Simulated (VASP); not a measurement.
An input for VASP 6.6.1 (C):

File INCAR:

```
SYSTEM = C
PREC = Accurate
ENCUT = 520
EDIFF = 1E-6
ISMEAR = 0
SIGMA = 0.05
LREAL = .FALSE.
LASPH = .TRUE.
NELM = 80
ALGO = Normal
ISIF = 2
LWAVE = .FALSE.
LCHARG = .FALSE.
GGA = PE
NBANDS = 16
```

KPOINTS

```
regular mesh
0
G
  12 12 10
  0 0 0
```

POSCAR

```
C
1.0
    0.0000080039     -1.7857409680     -1.7857530644
   -1.7857584539      0.0000108832     -1.7857559437
    1.7857687269      1.7857598791     -3.5715330436
C
4
Direct
    0.7499987513      0.7500042494      0.7499990023
    0.2500015443      0.2500007439      0.2499994407
    0.3749995685      0.3749993636      0.8750001944
    0.8750001359      0.8749956430      0.3750013626
```

Potentials or basis: VASP PAW PBE potentials, release 64 (C).

Launch:

```console
$ cat potpaw_PBE.64/C/POTCAR > POTCAR
$ mpirun -np 1 vasp_std > vasp.out
```

Question: How does this run end?

Answer: The run stopped without a result. It printed:

OUTCAR:

```text
SYSTEM = C
   PREC = Accurate
   ENCUT = 520
   EDIFF = 1E-6
   ISMEAR = 0
   LREAL = .FALSE.
   LASPH = .TRUE.
   NELM = 80
   ISIF = 2
   GGA = PE
[... 70 lines left out ...]
|     E        R     R  R     R  O     O  R     R     ###     ###     ###     |
|     EEEEE    RRRRRR   RRRRRR   O     O  RRRRRR       #       #       #      |
|     E        R   R    R   R    O     O  R   R                               |
|     E        R    R   R    R   O     O  R    R      ###     ###     ###     |
|     EEEEEEE  R     R  R     R  OOOOOOO  R     R     ###     ###     ###     |
|                                                                             |
|     VERY BAD NEWS! internal error in subroutine POSMAP: symmetry            |
|     equivalent atom not found, you might try decreasing or increasing       |
|     SYMPREC by an order of magnitude. 4                                     |
|                                                                             |
|       ---->  I REFUSE TO CONTINUE WITH THIS SICK JOB ... BYE!!! <----       |
|                                                                             |
 -----------------------------------------------------------------------------
```

On the terminal:

```text
POSCAR found type information on POSCAR C
 POSCAR found :  1 types and       4 ions
[... 19 lines left out ...]

1
```
